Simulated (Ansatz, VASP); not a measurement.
## One calculation of MnW, two programs

INCAR

```
SYSTEM = MnW
PREC     = Accurate       ! precision mode
ENCUT    = 520            ! plane-wave cutoff, eV
EDIFF    = 1E-6           ! SCF threshold, eV
ISMEAR   = 0              ! smearing method
SIGMA    = 0.1            ! smearing width, eV
LREAL    = .FALSE.        ! projectors in reciprocal space
LASPH    = .TRUE.         ! aspherical terms in the spheres
NELM     = 100            ! most SCF steps
ALGO     = Fast           ! electronic algorithm
ISIF     = 2              ! what is computed and relaxed
LWAVE    = .FALSE.        ! write WAVECAR
LCHARG   = .TRUE.         ! write CHGCAR
GGA      = PE             ! functional
LELF     = .TRUE.         ! ELF
LVHAR    = .TRUE.       
NBANDS   = 20             ! bands
```

The input KPOINTS:

```
Automatic mesh
0
G
  18 18 18
  0 0 0
```

File POSCAR:

```
MnW
1.0
   -1.7729836481     -1.7729836481     -3.7452693890
   -1.7729836481     -3.7452693890     -1.7729836481
   -3.7452693890     -1.7729836481     -1.7729836481
Mn W
1 1
Direct
    0.0000000000      0.0000000000      0.0000000000
    0.5000000000      0.5000000000      0.5000000000
```

Input for Ansatz:

```yaml
crystal:
  lattice:
    - [1.7729836481, 1.7729836481, 3.745269389]
    - [1.7729836481, 3.745269389, 1.7729836481]
    - [3.745269389, 1.7729836481, 1.7729836481]
  atoms:
    - { symbol: Mn, position: [0.0, 0.0, 0.0] }
    - { symbol: W, position: [0.5, 0.5, 0.5] }
basis:
  ecutwfc: 420
kpoints:
  mp_grid: { grid: [18, 18, 18] }
hamiltonian:
  xc: pbe
scf:
  occupations: { method: gaussian, width: 0.1 }
  lower_state_search: "off"
output:
  forces: true
  stress: true
  eigenvalues: true
```

Alike in both runs: task single point; functional PBE; k mesh 18 × 18 × 18; occupations gaussian, width 0.1 eV; no spin polarisation.

|  | VASP | Ansatz |
| --- | --- | --- |
| version | VASP 6.6.1 | Ansatz 0.2.0 |
| potentials or method | VASP PAW PBE potentials, release 64 (Mn_pv, W_sv), cutoff 520 eV | scalar-relativistic, plane waves, PAW |
| valence electrons in the cell | 27 | 29 |

```csv
,VASP,Ansatz,Ansatz less VASP
gap on the k mesh at the Fermi level (eV),none,none,-
pressure (GPa),-5.0,-5.4,-0.32
```

A gap of «none» marks a metal or a gap that the smearing closes. VASP's potentials hold 27 valence electrons a cell and Ansatz's 29, so a difference there can come from the potentials and not from the codes.

Neither program's run includes spin-orbit coupling.
